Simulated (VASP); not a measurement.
A run of VASP 6.6.1:

Contents of INCAR:

```
SYSTEM = Hg
PREC     = Accurate       ! precision mode
ENCUT    = 520            ! plane-wave cutoff, eV
EDIFF    = 1E-6           ! SCF threshold, eV
ISMEAR   = 0              ! smearing method
SIGMA    = 0.15           ! smearing width, eV
LREAL    = .False.        ! projectors in reciprocal space
LASPH    = .True.         ! aspherical terms in the spheres
NELM     = 80             ! most SCF steps
ALGO     = Fast           ! electronic algorithm
ISIF     = 2              ! what is computed and relaxed
LWAVE    = .False.        ! write WAVECAR
LCHARG   = .True.         ! write CHGCAR
GGA      = PE             ! functional
IVDW     = 12             ! dispersion correction
LELF     = .True.         ! ELF
LVHAR    = .True.       
NBANDS   = 19             ! bands
```

Contents of KPOINTS:

```
regular mesh
0
Gamma
  24 24 12
  0 0 0
```

File POSCAR:

```
Hg
1.0
    3.4368406407      0.0000000000      0.0000000000
   -1.7184203203      2.9763913036      0.0000000000
    0.0000000000      0.0000000000      5.0190590673
Hg
2
Direct
    0.6666666667      0.3333333333      0.7500000000
    0.3333333333      0.6666666667      0.2500000000
```

Potentials or basis: VASP PAW PBE potentials, release 64 (Hg).

Run with:

```console
$ cat potpaw_PBE.64/Hg/POTCAR > POTCAR
$ mpirun -np 1 vasp_std > vasp.out
```

Hardware: 1 thread of Intel(R) Xeon(R) Platinum 8259CL CPU @ 2.50GHz (Skylake/Cascade Lake) (shared host).

Question: Estimate the wall time of this run.

Answer: It took 5.6 min on 1 thread of Intel(R) Xeon(R) Platinum 8259CL CPU @ 2.50GHz (Skylake/Cascade Lake), on a shared host, peak memory 0.45 GiB. Counts: scf iterations 11, k points 427.
